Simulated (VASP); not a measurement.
The system is MnO.

```
CELL_PARAMETERS angstrom
0.00000 2.22524 2.22524
2.22524 0.00000 2.22524
2.22524 2.22524 0.00000
ATOMIC_POSITIONS crystal
Mn 0.00000 0.00000 0.00000
O 0.50000 0.50000 0.50000
```

Base run:

* Program: VASP 6.6.1
* Functional: r2SCAN
* Potentials or basis: VASP PAW PBE potentials, release 64 (Mn_pv, O)
* Cutoff: 520 eV
* k mesh: 14 × 14 × 14
* Occupations: gaussian, width 0.05 eV
* Spin: collinear spin, ferromagnetic start
* Starting moments: [4.69, 0.0] μB

Its results: band gap on the k mesh zero (filled and empty bands overlap); pressure 0.2 GPa.

**Question.** The run is repeated on the same cell with these changes: spin from collinear spin, ferromagnetic start to no spin polarisation; further incar settings from ALGO = Normal; EDIFF = 1e-07; NBANDS = 20 to ALGO = Normal; EDIFF = 1e-07; NBANDS = 16. What comes out?

**Answer.** Band gap on the k mesh zero (an odd number of electrons rules out a gap without spin polarisation); pressure -36.7 GPa.

Caveats: the PAW data sets were made with another functional, which shifts forces and pressure a little; semilocal functionals often make such compounds metallic where correlation or magnetic order opens a gap, which also shifts bond lengths; a cell with one magnetic atom can't hold antiferromagnetic order, which such compounds often take (at least some runs); the cell stands under tension (at least some runs); an odd number of electrons without spin polarisation forces a metal (at least some runs); a magnetic or distorted state may lie lower (at least some runs).
